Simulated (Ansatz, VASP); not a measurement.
Ag in VASP and in Ansatz

The input INCAR:

```
SYSTEM = Ag
ALGO = Normal
EDIFF = 1E-6
ENCUT = 520
GGA = RP
ISIF = 2
ISMEAR = -1
LASPH = .TRUE.
LCHARG = .TRUE.
LELF = .TRUE.
LREAL = .FALSE.
LVHAR = .TRUE.
LWAVE = .FALSE.
NBANDS = 12
NELM = 60
PREC = Accurate
SIGMA = 0.1
```

The input KPOINTS:

```
k-points
0
G
  15 15 15
  0 0 0
```

File POSCAR:

```
Ag
1.0
   -1.6553658411      1.6553658411      1.6553658411
    1.6553658411     -1.6553658411      1.6553658411
    1.6553658411      1.6553658411     -1.6553658411
Ag
1
Direct
    0.0000000000      0.0000000000      0.0000000000
```

Input for Ansatz:

```yaml
crystal:
  lattice:
    - [-1.6553658411, 1.6553658411, 1.6553658411]
    - [1.6553658411, -1.6553658411, 1.6553658411]
    - [1.6553658411, 1.6553658411, -1.6553658411]
  atoms:
    - { symbol: Ag, position: [0.0, 0.0, 0.0] }
hamiltonian:
  xc: rpbe
  pseudopotentials:
    kind: paw
    azcp:
      Ag: "pseudopotentials/Ag.paw.azcp"
basis:
  ecutwfc: 420
  fft_grid_basis: typed
kpoints:
  mp_grid: { grid: [15, 15, 15], shift: [0, 0, 0] }
magnetization:
  spin_polarized: false
scf:
  occupations: { method: fermi_dirac, width: 0.1 }
  lower_state_search: "off"
output:
  stress: true
```

Alike in both runs: task single point; functional RPBE; k mesh 15 × 15 × 15; occupations fermi-dirac, width 0.1 eV; no spin polarisation.

|  | VASP | Ansatz |
| --- | --- | --- |
| version | VASP 6.6.1 | Ansatz 0.2.0 |
| potentials or method | VASP PAW PBE potentials, release 64 (Ag), cutoff 520 eV | plane waves (420 eV) with PAW, scalar-relativistic |
| valence electrons in the cell | 11 | 19 |

Ansatz gave:

| Item | Value |
| --- | --- |
| pressure (GPa) | 3.0 |

Problem. What did VASP give for the same quantities?

Solution. Pressure (GPa): 2.9.

VASP's potentials were made for PBE, not for RPBE. VASP's potentials hold 11 valence electrons a cell and Ansatz's 19, so a difference there can come from the potentials and not from the codes.
